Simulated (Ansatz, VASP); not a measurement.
**One calculation of Pt, two programs**

INCAR

```
ALGO = Normal ; EDIFF = 1E-6
ENCUT = 520 ; GGA = CA
ISIF = 2 ; ISMEAR = 1
LASPH = T ; LCHARG = T
LELF = T ; LREAL = F
LVHAR = T ; LWAVE = F
NBANDS = 17 ; NELM = 100
PREC = Accurate ; SIGMA = 0.1
```

The input KPOINTS:

```
k-points
0
Gamma
  14 14 7
```

POSCAR

```
Pt
1.0
    2.7606660000      0.0000000000      0.0000000000
   -1.3803330000      2.3908070000      0.0000000000
    0.0000000000      0.0000000000      4.7921340000
Pt
2
Direct
    0.6666666667      0.3333333333      0.7500000000
    0.3333333333      0.6666666667      0.2500000000
```

Input for Ansatz:

```yaml
crystal:
  lattice:
    - [2.760666, 0.0, 0.0]
    - [-1.380333, 2.390807, 0.0]
    - [0.0, 0.0, 4.792134]
  atoms:
    - { symbol: Pt, position: [0.6666666666666666, 0.3333333333333333, 0.75] }
    - { symbol: Pt, position: [0.3333333333333333, 0.6666666666666666, 0.25] }
kpoints:
  mp_grid:
    grid: [14, 14, 7]
hamiltonian:
  xc: lda
  pseudopotentials:
    kind: paw
scf:
  convergence:
    dr2_threshold: 1.0e-09
  occupations:
    method: methfessel_paxton
output:
  forces: true
  stress: true
  eigenvalues: true
```

Alike in both runs: task single point; functional LDA; k mesh 14 × 14 × 7; no spin polarisation.

|  | VASP | Ansatz |
| --- | --- | --- |
| version | VASP 6.6.1 | Ansatz 0.2.0 |
| potentials or method | VASP PAW LDA potentials, release 64 (Pt) | plane waves, PAW |
| plane-wave cutoff (eV) | 520 | 420 |
| occupations | methfessel-paxton of order 1, width 0.1 eV | methfessel-paxton of order 1 |
| valence electrons in the cell | 20 | 36 |

|  | VASP | Ansatz | Ansatz less VASP |
| --- | --- | --- | --- |
| gap on the k mesh at the Fermi level (eV) | none | none | - |
| pressure (GPa) | -15.5 | -16.1 | -0.54 |
| traceless stress, the component that is largest in VASP (GPa) | 0.19 | 0.46 | +0.273 |

LDA's correlation is that of Perdew and Zunger in VASP and of Perdew and Wang (1992) in Ansatz. A gap of «none» marks a metal or a gap that the smearing closes. VASP's potentials hold 20 valence electrons a cell and Ansatz's 36, so a difference there can come from the potentials and not from the codes. Ansatz's warnings: stress scf threshold loose.

Neither program's run includes spin-orbit coupling.
